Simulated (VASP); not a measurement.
Runs of VASP 6.6.1 on KZrN. The structure is that of space group P4/mmm (No. 123), or close to it. The cells are those of the table. 

| task | cell | k mesh | cutoff (eV) | gap on the mesh (eV) | pressure (GPa) | relaxed volume (Å³/atom) |
| --- | --- | --- | --- | --- | --- | --- |
| single point | a = 3.856, b = 3.856, c = 3.927 Å, 3 atoms | 4 × 4 × 4 | 520 | none | 18.0 | - |
| single point | a = 4.210, b = 4.210, c = 4.166 Å, 3 atoms | 12 × 12 × 12 | 520 | none | (a) | - |
| relaxation of cell and atoms | relaxed from a = 3.856, b = 3.856, c = 3.927 Å, 3 atoms | 4 × 4 × 4 | 600 | none | 0.0 | (b) |
| single point | a = 4.210, b = 4.210, c = 4.173 Å, 3 atoms | 4 × 4 × 4 | 520 | none | 0.2 | - |
| relaxation of cell and atoms | relaxed from a = 4.210, b = 4.210, c = 4.173 Å, 3 atoms | 12 × 12 × 12 | 600 | none | 0.0 | 24.62 |

Alike in all rows: level PBE; potentials or basis VASP PAW PBE potentials, release 64 (K_sv, Zr_sv, N); no spin polarisation; smearing gaussian 0.1 eV.

Question: Estimate the missing entries.

Answer: (a) 0.1; (b) 24.83.

Caveats: some runs use coarse meshes; the volume moved by over 15 % at a fixed basis, so the end points are rough (some runs).

A k mesh can miss the band edges, and the runs leave out spin-orbit coupling on Zr.

A gap of «none» marks levels without a gap at the run's occupations.
